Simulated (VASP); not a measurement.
Write the native input for VASP 6.6.1 that does the following.

```yaml
Task: single point
Functional: PBE
Potentials_or_basis: VASP PAW PBE potentials, release 64 (Pb_d)
Cutoff: 520 eV
k_mesh: 18 × 18 × 18
Occupations: fermi-dirac, width 0.1 eV
Spin: no spin polarisation
Dipole_correction: no
Further_INCAR_settings: ALGO = Normal; EDIFF = 1e-06; NBANDS = 13
```

The structure of Pb lies in POSCAR:

```
Pb
1.0
    0.0000000000      2.5175938001      2.5175938001
    2.5175938001      0.0000000000      2.5175938001
    2.5175938001      2.5175938001      0.0000000000
Pb
1
Direct
    0.0000000000      0.0000000000      0.0000000000
```

The input as run:

INCAR

```
SYSTEM = Pb
PREC = Accurate
ENCUT = 520
EDIFF = 1E-6
ISMEAR = -1
SIGMA = 0.1
LREAL = .False.
LASPH = .True.
NELM = 100
ALGO = Normal
ISIF = 2
LWAVE = .False.
LCHARG = .False.
GGA = PE
NBANDS = 13
```

KPOINTS

```
regular mesh
0
Gamma
  18 18 18
  0 0 0
```

Potentials or basis: VASP PAW PBE potentials, release 64 (Pb_d).

Run with:

```console
$ cat potpaw_PBE.64/Pb_d/POTCAR > POTCAR
$ mpirun -np 1 vasp_std > vasp.out
```

It gave:

- Pressure: 0.1 GPa
- Band gap on the k mesh: zero (band 7 reaches 13.74 eV, above the bottom of band 8 at 5.28 eV)

Caveat: spin-orbit coupling is left out, which moves the levels of the heavy elements.

Run time: 54 s on 1 thread of Intel Xeon 6975P-C (shared host), peak memory 0.21 GiB.
